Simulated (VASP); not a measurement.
Write the native input for VASP 6.6.1 that does the following.

* Task: single point
* Functional: PBE
* Potentials or basis: VASP PAW PBE potentials, release 64 (Fe, Ru_pv)
* Cutoff: 520 eV
* k mesh: 6 × 6 × 6
* Occupations: gaussian, width 0.1 eV
* Spin: no spin polarisation
* Dipole correction: no
* Further INCAR settings: ALGO = Normal; EDIFF = 1e-07; NBANDS = 22

The structure of Fe2Ru lies in POSCAR:

```
Fe2Ru
1.0
    0.0000000000      2.7478122200      2.7478122200
    2.7478122200      0.0000000000      2.7478122200
    2.7478122200      2.7478122200      0.0000000000
Fe Ru
2 1
Direct
    0.2500000000      0.2500000000      0.2500000000
    0.7500000000      0.7500000000      0.7500000000
    0.0000000000      0.0000000000      0.0000000000
```

The input as run:

INCAR

```
PREC = Accurate
ENCUT = 520
EDIFF = 1E-7
ISMEAR = 0
SIGMA = 0.1
LREAL = False
LASPH = True
NELM = 100
ALGO = Normal
ISIF = 2
LWAVE = False
LCHARG = False
GGA = PE
NBANDS = 22
```

KPOINTS

```
regular mesh
0
Gamma
  6 6 6
```

Potentials or basis: VASP PAW PBE potentials, release 64 (Fe, Ru_pv).

The run is started by

```console
$ cat potpaw_PBE.64/Fe/POTCAR potpaw_PBE.64/Ru_pv/POTCAR > POTCAR
$ mpirun -np 1 vasp_std > vasp.out
```

It gave:

```
Pressure               : -0.1 GPa
Band gap on the k mesh : zero (bands 15 and 16 overlap by 0.40 eV)
```

Caveat: the run has no spin polarisation, though such a crystal can be magnetic.

Run time: 35 s on 1 thread of Oxide Virtual Turin-like Processor (shared host), peak memory 0.14 GiB.
